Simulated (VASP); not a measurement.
A run of VASP 6.6.1 is set up as follows.

The input INCAR:

```
SYSTEM = Ca
ALGO = Normal
EDIFF = 1E-6
ENCUT = 520
GGA = PS
ISIF = 2
ISMEAR = 0
LASPH = .True.
LCHARG = .True.
LELF = .True.
LREAL = .False.
LVHAR = .True.
LWAVE = .False.
NBANDS = 11
NELM = 60
PREC = Accurate
SIGMA = 0.15
```

KPOINTS

```
k-points
0
Gamma
  16 16 16
  0 0 0
```

File POSCAR:

```
Ca
1.0
   -2.0608000000      2.0608000000      2.1504000000
    2.0608000000     -2.0608000000      2.1504000000
    2.0608000000      2.0608000000     -2.1504000000
Ca
1
Direct
    0.0000000000      0.0000000000      0.0000000000
```

Potentials or basis: VASP PAW PBE potentials, release 64 (Ca_sv).

Command:

```bash
$ cat potpaw_PBE.64/Ca_sv/POTCAR > POTCAR
$ mpirun -np 1 vasp_std > vasp.out
```

Question: Predict the pressure.

Answer: 2.0 GPa.

Question: Estimate the band gap on the k mesh.

Answer: Zero (band 5 reaches 2.85 eV, above the bottom of band 6 at 2.46 eV).

Caveat: the cell differs from its parent crystal (strain -0.080 along x and y, -0.040 along z); the PAW data sets were made with another functional, which shifts forces and pressure a little.
